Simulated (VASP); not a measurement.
C: single point with PBEsol

The system is C.

```xyz
10
Lattice="1.2409 0.7164 10.5913 -1.2409 0.7164 10.5913 0.0000 -1.4328 10.5913" Properties=species:S:1:pos:R:3 pbc="T T T"
C     0.0000    0.0000    0.7887
C     0.0000    0.0000   30.9853
C     0.0000    0.0000    3.4534
C     0.0000    0.0000   28.3206
C     0.0000    0.0000    5.0319
C     0.0000    0.0000   26.7421
C     0.0000    0.0000   11.9109
C     0.0000    0.0000   19.8631
C     0.0000    0.0000   13.5141
C     0.0000    0.0000   18.2599
```

```
Program             : VASP 6.6.1
Task                : single point
Functional          : PBEsol
Potentials or basis : VASP PAW PBE potentials, release 64 (C)
Cutoff              : 520 eV
k mesh              : 12 × 12 × 12
Occupations         : gaussian, width 0.05 eV
Spin                : no spin polarisation
```

The pressure is -1.0 GPa. The largest force is 0.087 eV/Å and the band gap on the k mesh is 4.49 eV (least direct gap 4.54 eV).

Forces on the atoms (eV/Å):
```
C    0.000  0.000 -0.019
C    0.000  0.000  0.019
C    0.000  0.000  0.013
C    0.000  0.000 -0.013
C    0.000  0.000 -0.087
C    0.000  0.000  0.087
C    0.000  0.000  0.058
C    0.000  0.000 -0.058
C    0.000  0.000 -0.061
C    0.000  0.000  0.061
```

Stress tensor (GPa, compression positive):
```
 13.35   0.00   0.00
  0.00  13.35   0.00
  0.00   0.00 -29.57
```

Levels at points of the mesh, in eV from the valence-band top:
```csv
k point,band 16,band 17,band 18,band 19,band 20,band 21,band 22,band 23,band 24,band 25
"(0.00, 0.00, 0.00)",-1.13,-1.13,-0.25,0.00,0.00,4.54,5.70,5.70,6.99,6.99
"(0.50, 0.00, 0.00)",-4.94,-4.45,-4.40,-3.67,-3.11,5.14,5.15,5.61,5.64,6.68
"(0.50, 0.50, 0.00)",-5.30,-4.31,-4.19,-3.52,-3.52,4.82,4.96,5.75,5.78,6.39
"(0.50, 0.50, 0.50)",-1.90,-0.40,-0.40,-0.35,-0.35,5.94,5.96,6.12,6.12,6.21
```

Wall time 38 min on 1 thread of Intel(R) Xeon(R) 6975P-C (Granite Rapids), on a shared host, peak memory 1 GiB.

Caveat: the stress differs along the axes, from -30 to 13 GPa; the PAW data sets were made with another functional, which shifts forces and pressure a little. A k mesh can miss the band edges.
